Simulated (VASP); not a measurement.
Input of a VASP 6.6.1 run:

The input INCAR:

```
PREC = Accurate ; ENCUT = 520
EDIFF = 1E-6 ; ISMEAR = -1
SIGMA = 0.05 ; LREAL = False
LASPH = True ; NELM = 100
ALGO = Normal ; ISIF = 2
LWAVE = False ; LCHARG = True
GGA = PS ; LELF = True
LVHAR = True ; NBANDS = 14
```

Contents of KPOINTS:

```
Automatic mesh
0
Gamma
  10 10 10
```

File POSCAR:

```
HfC
1.0
    0.0000000000      2.3037435904      2.3037435904
    2.3037435904      0.0000000000      2.3037435904
    2.3037435904      2.3037435904      0.0000000000
Hf C
1 1
Direct
    0.5000000000      0.5000000000      0.5000000000
    0.0000000000      0.0000000000      0.0000000000
```

Potentials or basis: VASP PAW PBE potentials, release 64 (Hf_pv, C).

Command:

```sh
$ cat potpaw_PBE.64/Hf_pv/POTCAR potpaw_PBE.64/C/POTCAR > POTCAR
$ mpirun -np 1 vasp_std > vasp.out
```

Problem. What does it give for the band gap on the k mesh?

Solution. Zero (band 7 reaches 7.06 eV, above the bottom of band 8 at 5.62 eV).

Problem. What does it give for the pressure?

Solution. -0.4 GPa.

Caveat: the PAW data sets were made with another functional, which shifts forces and pressure a little; spin-orbit coupling is left out, which moves the levels of the heavy elements.
